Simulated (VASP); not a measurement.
# Li (I4_1/amd) in VASP: notebook

Runs on Li. Level: PBE. Tasks: single point, relaxation of shape and atoms at fixed volume.

Everything below comes from runs of VASP 6.6.1. Logs are shortened: lines on timing, memory, paths and dates and some standing lists are left out, and cuts for length are marked.

## 1. The cell of the first run

The structure is tetragonal, space group I4_1/amd (No. 141). The conventional cell has a = 4.936 Å, b = 4.936 Å, c = 2.670 Å, α = 90.00°, β = 90.00°, γ = 90.00°. Li (site symmetry -4m2) has 10 Li at 2.56 to 3.18 Å within 3.4 Å.

## 2. Single point, PBE

INCAR reads:

```
SYSTEM = Li
ALGO = Normal
EDIFF = 1E-6
ENCUT = 520
GGA = PE
ISIF = 2
ISMEAR = -1
LASPH = .True.
LCHARG = .False.
LREAL = .False.
LWAVE = .False.
NBANDS = 10
NELM = 100
PREC = Accurate
SIGMA = 0.08
```

KPOINTS reads:

```
k-points
0
Gamma
  15 15 15
  0 0 0
```

POSCAR reads:

```
Li
1.0
   -2.4677734320      2.4677734320      1.3349489094
    2.4677734320     -2.4677734320      1.3349489094
    2.4677734320      2.4677734320     -1.3349489094
Li
2
Direct
   -0.3750000000     -0.1250000000     -0.2500000000
    0.3750000000      0.1250000000      0.2500000000
```

Potentials or basis: VASP PAW PBE potentials, release 64 (Li_sv).

Launch:

```bash
$ cat potpaw_PBE.64/Li_sv/POTCAR > POTCAR
$ mpirun -np 1 vasp_std > vasp.out
```

OUTCAR:

```text
SYSTEM = Li
   EDIFF = 1E-6
   ENCUT = 520
   GGA = PE
   ISIF = 2
   ISMEAR = -1
   LASPH = .True.
   LREAL = .False.
   NELM = 100
   PREC = Accurate

 ion  position               nearest neighbor table
   1  0.625  0.875  0.750-   2 2.56   2 2.56   2 2.56   2 2.56
   2  0.375  0.125  0.250-   1 2.56   1 2.56   1 2.56   1 2.56

  LATTYP: Found a body centered tetragonal cell.
 ALAT       =     4.9355468640
 C/A-ratio  =     0.5409527844

  Lattice vectors:

 A1 = (  -2.4677734320,   2.4677734320,   1.3349489094)
 A2 = (   2.4677734320,  -2.4677734320,   1.3349489094)
 A3 = (   2.4677734320,   2.4677734320,  -1.3349489094)

Analysis of symmetry for initial positions (statically):
=====================================================================
 Subroutine PRICEL returns:
 Original cell was already a primitive cell.

 Routine SETGRP: Setting up the symmetry group for a
 body centered tetragonal supercell.

 Subroutine GETGRP returns: Found 16 space group operations
 (whereof  4 operations were pure point group operations)
 out of a pool of 16 trial point group operations.

The static configuration has the point symmetry C_2h.
 The point group associated with its full space group is D_4h.

Analysis of symmetry for dynamics (positions and initial velocities):
=====================================================================
 Subroutine PRICEL returns:
 Original cell was already a primitive cell.

 Routine SETGRP: Setting up the symmetry group for a
 body centered tetragonal supercell.

 Subroutine GETGRP returns: Found 16 space group operations
 (whereof  4 operations were pure point group operations)
 out of a pool of 16 trial point group operations.

The dynamic configuration has the point symmetry C_2h.
 The point group associated with its full space group is D_4h.

 Subroutine INISYM returns: Found 16 space group operations
 (whereof  4 operations are pure point group operations),
 and found     1 'primitive' translations

----------------------------------------------------------------------------------------

                                     Primitive cell

  volume of cell :      32.5189

  direct lattice vectors                    reciprocal lattice vectors
    -2.467773432  2.467773432  1.334948909     0.000000000  0.202611793  0.374546169
     2.467773432 -2.467773432  1.334948909     0.202611793  0.000000000  0.374546169
     2.467773432  2.467773432 -1.334948909     0.202611793  0.202611793  0.000000000

  length of vectors
     3.736562593  3.736562593  3.736562593     0.425836085  0.425836085  0.286536346

  position of ions in fractional coordinates (direct lattice)
     0.625000000  0.875000000  0.750000000
     0.375000000  0.125000000  0.250000000

  ion indices of the primitive-cell ions
   primitive index   ion index
                 1           1
                 2           2

----------------------------------------------------------------------------------------

 KPOINTS: k-points

Automatic generation of k-mesh.
 Grid dimensions read from file:
 generate k-points for:   15   15   15

 Generating k-lattice:

  Cartesian coordinates                     Fractional coordinates (reciprocal lattice)
     0.000000000  0.013507453  0.024969745     0.066666667 -0.000000000  0.000000000
     0.013507453  0.000000000  0.024969745    -0.000000000  0.066666667  0.000000000
     0.013507453  0.013507453  0.000000000     0.000000000  0.000000000  0.066666667

  Length of vectors
     0.028389072  0.028389072  0.019102423

  Shift w.r.t. Gamma in fractional coordinates (k-lattice)
     0.000000000  0.000000000  0.000000000

 Subroutine IBZKPT returns following result:
 ===========================================

 Found    288 irreducible k-points:

 Following reciprocal coordinates:
            Coordinates               Weight
  0.000000  0.000000  0.000000      1.000000
  0.066667  0.000000  0.000000      8.000000
  0.133333  0.000000  0.000000      8.000000
  0.200000  0.000000  0.000000      8.000000
  0.266667  0.000000  0.000000      8.000000
  0.333333  0.000000 -0.000000      8.000000
[... 16 lines left out ...]
  0.133333  0.133333 -0.000000      8.000000
  0.200000  0.133333  0.000000     16.000000
 [... further k-points ...]
   k-points           NKPTS =    288   k-points in BZ     NKDIM =    288   number of bands    NBANDS=     10
   number of dos      NEDOS =    301   number of ions     NIONS =      2
   total plane-waves  NPLWV =  21952
   dimension x,y,z NGX =    28 NGY =   28 NGZ =   28
   dimension x,y,z NGXF=    56 NGYF=   56 NGZF=   56
   ions per type =               2
   NGX,Y,Z   is equivalent  to a cutoff of  12.46, 12.46, 12.46 a.u.
   NGXF,Y,Z  is equivalent  to a cutoff of  24.92, 24.92, 24.92 a.u.
 SYSTEM =  Li
   PREC   = accura    normal or accurate (medium, high low for compatibility)
   ISTART =      0    job   : 0-new  1-cont  2-samecut
   ICHARG =      2    charge: 1-file 2-atom 10-const
   ISPIN  =      1    spin polarized calculation?
   LNONCOLLINEAR =      F non collinear calculations
   LSORBIT =      F    spin-orbit coupling
   LASPH  =      T    aspherical Exc in radial PAW
   ENCUT  =  520.0 eV  38.22 Ry    6.18 a.u.   6.95  6.95  6.95*2*pi/ulx,y,z
   NELM   =    100;   NELMIN=  2; NELMDL= -5     # of ELM steps
   EDIFF  = 0.1E-05   stopping-criterion for ELM
   LREAL  =      F    real-space projection
   EDIFFG = 0.1E-04   stopping-criterion for IOM
   NSW    =      0    number of steps for IOM
   IBRION =     -1    ionic relax: 0-MD 1-quasi-New 2-CG
   NFREE  =      0    steps in history (QN), initial steepest desc. (CG)
   ISIF   =      2    stress and relaxation
   ISYM   =      2    0-nonsym 1-usesym 2-fastsym
   POTIM  = 0.5000    time-step for ionic-motion
   TEBEG  =    0.0;   TEEND  =   0.0 temperature during run
   PSTRESS=    0.0 pullay stress
   NELECT =       6.0000    total number of electrons
   NUPDOWN=      -1.0000    fix difference up-down
   EMIN   =  10.00;   EMAX   =-10.00  energy-range for DOS
   EFERMI =   0.00;   METHOD = LEGACY
   ISMEAR =    -1;   SIGMA  =   0.08  broadening in eV -4-tet -1-fermi 0-gaus
   EFERMI_NEDOS =   21; number of points for ismear=-14 and -15
   IALGO  =     38    algorithm
   IMIX   =      4    mixing-type and parameters
     AMIX     =   0.40;   BMIX     =  1.00
     AMIX_MAG =   1.60;   BMIX_MAG =  1.00
  volume/ion in A,a.u.               =      16.26       109.72
  Fermi-wavevector in a.u.,A,eV,Ry     =   0.931995  1.761215 11.818216  0.868614
  Thomas-Fermi vector in A             =   2.058546
   LORBIT       =      0    0 simple, 1 ext, 2 COOP (PROOUT), +10 PAW based schemes
   GGA     = PE    functional components
   LHFCALC =     F    Hartree Fock is set to
   AEXX    =    0.0000 exact exchange contribution
   IVDW    =     0    specifies the selected vdW correction
   LEPSILON=     F    determine dielectric tensor
   LRPA    =     F    only Hartree local field effects (RPA)
 non-spin polarized calculation
  energy-cutoff  :      520.00
  volume of cell :       32.52
 maximum number of plane-waves:       888
   NGX = 13   NGY = 13   NGZ = 13

 number of electron       6.0000012 magnetization

 Free energy of the ion-electron system (eV)
  ---------------------------------------------------
  ext. energy  EPLUGINS =         0.00000000
  ---------------------------------------------------
  free energy    TOTEN  =        -3.58308727 eV

  energy without entropy =       -3.56416807  energy(sigma->0) =       -3.57362767

 E-fermi :   1.2451     XC(G=0):  -7.6031

 val. band max:        1.2431998579   @ k =  -0.3333   0.3333   0.3333
 cond. band min:       1.2501225926   @ k =   0.3333   0.1333   0.0667
 fundamental gap:      0.0069227347
 Fermi energy:         1.2450931813

 k-point     1 :       0.0000    0.0000    0.0000
  band No.  band energies     occupation
      1     -45.0916      2.00000
      2     -45.0042      2.00000
      3      -2.4967      2.00000
      4       5.4837      0.00000
      5       5.4837      0.00000
      6       8.1631      0.00000
      7      11.8607      0.00000
      8      16.0703      0.00000
      9      16.0703      0.00000
     10      17.1123      0.00000

 k-point     2 :       0.0667    0.0000    0.0000
  band No.  band energies     occupation
      1     -45.0895      2.00000
      2     -45.0040      2.00000
      3      -2.4141      2.00000
      4       5.3688      0.00000
      5       5.5517      0.00000
      6       8.5129      0.00000
      7      11.6034      0.00000
      8      15.5840      0.00000
      9      16.0405      0.00000
     10      16.2945      0.00000

 k-point     3 :       0.1333    0.0000    0.0000
  band No.  band energies     occupation
      1     -45.0837      2.00000
      2     -45.0032      2.00000
      3      -2.1663      2.00000
      4       5.1718      0.00000
      5       5.7376      0.00000
      6       9.4102      0.00000
      7      10.9414      0.00000
      8      14.3670      0.00000
      9      14.8811      0.00000
     10      15.5791      0.00000

 k-point     4 :       0.2000    0.0000    0.0000
  band No.  band energies     occupation
      1     -45.0748      2.00000
      2     -45.0023      2.00000
      3      -1.7522      2.00000
      4       5.0724      0.00000
      5       5.9807      0.00000
      6       9.9957      0.00000
      7      10.6488      0.00000
      8      12.6567      0.00000
      9      13.9330      0.00000
     10      14.1538      0.00000
[... 222 lines left out ...]
 k-point    22 :      -0.0667    0.0667    0.0000
  band No.  band energies     occupation
      1     -45.0906      2.00000
      2     -45.0051      2.00000
      3      -2.4591      2.00000
      4       5.0340      0.00000
      5       5.5372      0.00000
      6       8.6262      0.00000
      7      11.9717      0.00000
      8      15.4005      0.00000
      9      15.9204      0.00000
     10      17.1207      0.00000

 k-point    23 :       0.1333    0.1333   -0.0000
  band No.  band energies     occupation
      1     -45.0673      2.00000
      2     -44.9990      2.00000
      3      -1.3267      2.00000
      4       5.4262      0.00000
      5       7.0155      0.00000
      6       8.7576      0.00000
      7      10.9272      0.00000
      8      11.0561      0.00000
      9      12.9664      0.00000
     10      13.0712      0.00000

 k-point    24 :       0.2000    0.1333    0.0000
  band No.  band energies     occupation
      1     -45.0573      2.00000
      2     -44.9982      2.00000
      3      -0.6645      2.00000
      4       5.5385      0.00000
      5       7.3887      0.00000
      6       7.7103      0.00000
      7       9.6762      0.00000
      8      11.0095      0.00000
      9      12.1109      0.00000
     10      13.2991      0.00000

 [... further k-points ...]
[... 5 lines left out ...]
  --------------------------------------------------------------------------------------
  -------------------------------------------------------------------------------------
  Total        0.8196751      0.8196751      0.8462201      0.0000000      0.0000000     -0.0000000
  in kB       40.3847244     40.3847244     41.6925726      0.0000000      0.0000000     -0.0000000
  external PRESSURE =      40.8206738 kB  Pullay stress =       0.0000000 kB

 VOLUME and BASIS-vectors are now :
 -----------------------------------------------------------------------------
  energy-cutoff  :      520.00
  volume of cell :       32.52
      direct lattice vectors                 reciprocal lattice vectors
    -2.467773432  2.467773432  1.334948909     0.000000000  0.202611793  0.374546169
     2.467773432 -2.467773432  1.334948909     0.202611793  0.000000000  0.374546169
     2.467773432  2.467773432 -1.334948909     0.202611793  0.202611793  0.000000000

 POSITION                                       TOTAL-FORCE (eV/Angst)
 -----------------------------------------------------------------------------------
      2.46777      1.23389      1.00121        -0.000000     -0.000000      0.000000
     -0.00000      1.23389      0.33374         0.000000      0.000000     -0.000000
 -----------------------------------------------------------------------------------
    total drift:                                0.000000      0.000000      0.000000

  FREE ENERGIE OF THE ION-ELECTRON SYSTEM (eV)
  ---------------------------------------------------
  free  energy   TOTEN  =        -3.5830872687 eV

  energy  without entropy=       -3.5641680658  energy(sigma->0) =       -3.57362767
```

It took 31 s on 1 thread of Intel Xeon 6975P-C (Granite Rapids), shared host; peak memory 0.19 GiB.

Results:

```
Free energy            : -3.5831 eV
Band gap on the k mesh : zero (band 3 reaches 2.86 eV, above the bottom of band 4 at -0.24 eV)
```

Caveat: the cutoff is under 1.25 times the usual one of these potentials, so pressure, stress and relaxed cells hold a basis-set (Pulay) error.

## 3. Single point, PBE

This run uses another cell than the first one, of 18.29 Å³/atom, 1.125 times its volume.

INCAR reads:

```
PREC = Accurate
ENCUT = 520
EDIFF = 1E-6
ISMEAR = -1
SIGMA = 0.08
LREAL = F
LASPH = T
NELM = 100
ALGO = Normal
ISIF = 2
LWAVE = F
LCHARG = F
GGA = PE
NBANDS = 10
```

KPOINTS reads:

```
regular mesh
0
Gamma
  15 15 15
```

POSCAR reads:

```
Li
1.0
   -2.5665877974      2.5665877974      1.3884028155
    2.5665877974     -2.5665877974      1.3884028155
    2.5665877974      2.5665877974     -1.3884028155
Li
2
Direct
   -0.3750000000     -0.1250000000     -0.2500000000
    0.3750000000      0.1250000000      0.2500000000
```

Potentials or basis: VASP PAW PBE potentials, release 64 (Li_sv).

Launch:

```bash
$ cat potpaw_PBE.64/Li_sv/POTCAR > POTCAR
$ mpirun -np 1 vasp_std > vasp.out
```

Wall time 42 s (1 thread of Intel Xeon 6975P-C (Granite Rapids), shared host); peak memory 0.21 GiB.

The run converged. Its results:

```
Free energy            : -3.6555 eV
Band gap on the k mesh : zero (band 3 reaches 2.42 eV, above the bottom of band 4 at -0.58 eV)
```

Levels at points of the mesh, in eV from the Fermi level:
```tsv
k point	band 1	band 2	band 3	band 4	band 5	band 6
(0.00, 0.00, 0.00)	-46.50	-46.44	-3.62	3.93	3.93	6.49
```

Caveat: the cutoff is under 1.25 times the usual one of these potentials, so pressure, stress and relaxed cells hold a basis-set (Pulay) error.

## 4. Relaxation of shape and atoms at fixed volume, PBE

INCAR reads:

```
ALGO     = Normal         # electronic algorithm
EDIFF    = 1E-6           # SCF threshold, eV
EDIFFG   = -0.005         # ionic threshold
ENCUT    = 600            # plane-wave cutoff, eV
GGA      = PE             # functional
IBRION   = 2              # ionic algorithm
ISIF     = 4              # what is computed and relaxed
ISMEAR   = -1             # smearing method
LASPH    = T              # aspherical terms in the spheres
LCHARG   = F              # write CHGCAR
LREAL    = F              # projectors in reciprocal space
LWAVE    = F              # write WAVECAR
NELM     = 100            # most SCF steps
NSW      = 50             # ionic steps
PREC     = Accurate       # precision mode
SIGMA    = 0.08           # smearing width, eV
```

KPOINTS reads:

```
k-points
0
Gamma
  15 15 15
```

POSCAR reads:

```
Li
1.0
   -2.4677734329      2.4677734329      1.3349489092
    2.4677734329     -2.4677734329      1.3349489092
    2.4677734329      2.4677734329     -1.3349489092
Li
2
Direct
   -0.3750000000     -0.1250000000     -0.2500000000
    0.3750000000      0.1250000000      0.2500000000
```

Launch:

```bash
$ cat potpaw_PBE.64/Li_sv/POTCAR > POTCAR
$ mpirun -np 1 vasp_std > vasp.out
```

It took 52 s on 1 thread of Intel Xeon 6975P-C (Granite Rapids), shared host; peak memory 0.19 GiB.

The run converged. Its results:

```yaml
Free_energy: -3.5830 eV
Energy_gained_by_relaxing: 0.0 meV/atom
Ionic_steps: 3
Pressure_after_relaxing: 4.0 GPa
Band_gap_on_the_k_mesh: zero (band 3 reaches 2.86 eV, above the bottom of band 4 at -0.24 eV)
```

Final structure:
```yaml
crystal:
  lattice:
    - [-2.46553, 2.46553, 1.33738]
    - [2.46553, -2.46553, 1.33738]
    - [2.46553, 2.46553, -1.33738]
  atoms:
    - { symbol: Li, position: [0.62500, 0.87500, 0.75000] }
    - { symbol: Li, position: [0.37500, 0.12500, 0.25000] }
```

Levels at points of the mesh, in eV from the Fermi level:
```
           k point  band 1  band 2  band 3  band 4  band 5  band 6  band 7
(0.00, 0.00, 0.00)  -46.33  -46.24   -3.74    4.26    4.26    6.94   10.63
```

Caveat: the cutoff is under 1.25 times the usual one of these potentials, so pressure, stress and relaxed cells hold a basis-set (Pulay) error.

## 5. Relaxation of shape and atoms at fixed volume, PBE

This run uses another cell than the first one, of 18.29 Å³/atom, 1.125 times its volume.

INCAR reads:

```
SYSTEM = Li
  PREC = Accurate
  ENCUT = 600
  EDIFF = 1E-6
  ISMEAR = -1
  SIGMA = 0.08
  LREAL = .FALSE.
  LASPH = .TRUE.
  NELM = 80
  ALGO = Normal
  ISIF = 4
  LWAVE = .FALSE.
  LCHARG = .FALSE.
  GGA = PE
  IBRION = 2
  NSW = 50
  EDIFFG = -0.005
```

KPOINTS reads:

```
Automatic mesh
0
G
  15 15 15
  0 0 0
```

POSCAR reads:

```
Li
1.0
   -2.5665877984      2.5665877984      1.3884028154
    2.5665877984     -2.5665877984      1.3884028154
    2.5665877984      2.5665877984     -1.3884028154
Li
2
Direct
   -0.3750000000     -0.1250000000     -0.2500000000
    0.3750000000      0.1250000000      0.2500000000
```

Launch:

```bash
$ cat potpaw_PBE.64/Li_sv/POTCAR > POTCAR
$ mpirun -np 1 vasp_std > vasp.out
```

Wall time 26 s (1 thread of Intel Xeon 6975P-C (Granite Rapids), shared host); peak memory 0.21 GiB.

Results (log left out):

```
Free energy             : -3.6552 eV
Pressure after relaxing : 1.5 GPa
Band gap on the k mesh  : zero (band 3 reaches 2.42 eV, above the bottom of band 4 at -0.58 eV)
```

Final structure:
```
CELL_PARAMETERS angstrom
-2.56659 2.56659 1.38840
2.56659 -2.56659 1.38840
2.56659 2.56659 -1.38840
ATOMIC_POSITIONS crystal
Li 0.62500 0.87500 0.75000
Li 0.37500 0.12500 0.25000
```

Levels at points of the mesh, in eV from the Fermi level:
| k point | band 1 | band 2 | band 3 | band 4 | band 5 | band 6 |
| --- | --- | --- | --- | --- | --- | --- |
| (0.00, 0.00, 0.00) | -46.50 | -46.44 | -3.62 | 3.93 | 3.93 | 6.49 |

Caveat: the cutoff is under 1.25 times the usual one of these potentials, so pressure, stress and relaxed cells hold a basis-set (Pulay) error; the relaxation stopped at its first step, so nothing moved.

## 6. Single point, PBE

INCAR reads:

```
SYSTEM = Li
PREC = Accurate
ENCUT = 520
EDIFF = 1E-7
ISMEAR = -1
SIGMA = 0.08
LREAL = .False.
LASPH = .True.
NELM = 80
ALGO = Normal
ISIF = 2
LWAVE = .False.
LCHARG = .True.
GGA = PE
LELF = .True.
LVHAR = .True.
NBANDS = 10
```

KPOINTS reads:

```
regular mesh
0
Gamma
  15 15 15
  0 0 0
```

POSCAR reads:

```
Li
1.0
   -2.5665877974      2.5665877974      1.3884028155
    2.5665877974     -2.5665877974      1.3884028155
    2.5665877974      2.5665877974     -1.3884028155
Li
2
Direct
   -0.3750000000     -0.1250000000     -0.2500000000
    0.3750000000      0.1250000000      0.2500000000
```

Potentials or basis: VASP PAW PBE potentials, release 64 (Li_sv).

Launch:

```bash
$ cat potpaw_PBE.64/Li_sv/POTCAR > POTCAR
$ mpirun -np 1 vasp_std > vasp.out
```

Run time: 2.1 min. Hardware: 1 thread of Oxide Virtual Turin-like, shared host; peak memory 0.17 GiB.

Results (log left out):

- Free energy: -3.6555 eV
- Band gap on the k mesh: zero (band 3 reaches 2.42 eV, above the bottom of band 4 at -0.58 eV)

Levels at points of the mesh, in eV from the Fermi level:
| k point | band 1 | band 2 | band 3 | band 4 | band 5 | band 6 |
| --- | --- | --- | --- | --- | --- | --- |
| (0.00, 0.00, 0.00) | -46.50 | -46.44 | -3.62 | 3.93 | 3.93 | 6.49 |

Caveat: the cutoff is under 1.25 times the usual one of these potentials, so pressure, stress and relaxed cells hold a basis-set (Pulay) error.

## 7. The runs side by side

```tsv
task	cell	cutoff (eV)	gap on the mesh (eV)	pressure (GPa)
single point	a = 3.737 Å, angles 97.3, 97.3, 138.1°, 2 atoms	520	none	-
single point	a = 3.886 Å, angles 97.3, 97.3, 138.1°, 2 atoms	520	none	-
relaxation of shape and atoms at fixed volume	relaxed from a = 3.737 Å, angles 97.3, 97.3, 138.1°, 2 atoms	600	none	4.0
relaxation of shape and atoms at fixed volume	relaxed from a = 3.886 Å, angles 97.3, 97.3, 138.1°, 2 atoms	600	none	1.5
```

Alike in all rows: level PBE; potentials or basis VASP PAW PBE potentials, release 64 (Li_sv); no spin polarisation; k mesh 15 × 15 × 15; smearing fermi-dirac 0.08 eV.

Caveats: the cutoff is under 1.25 times the usual one of these potentials, so pressure, stress and relaxed cells hold a basis-set (Pulay) error; the relaxation stopped at its first step, so nothing moved (some runs).

Total energies depend on the potentials used, so only differences within one code and one set of settings carry meaning.
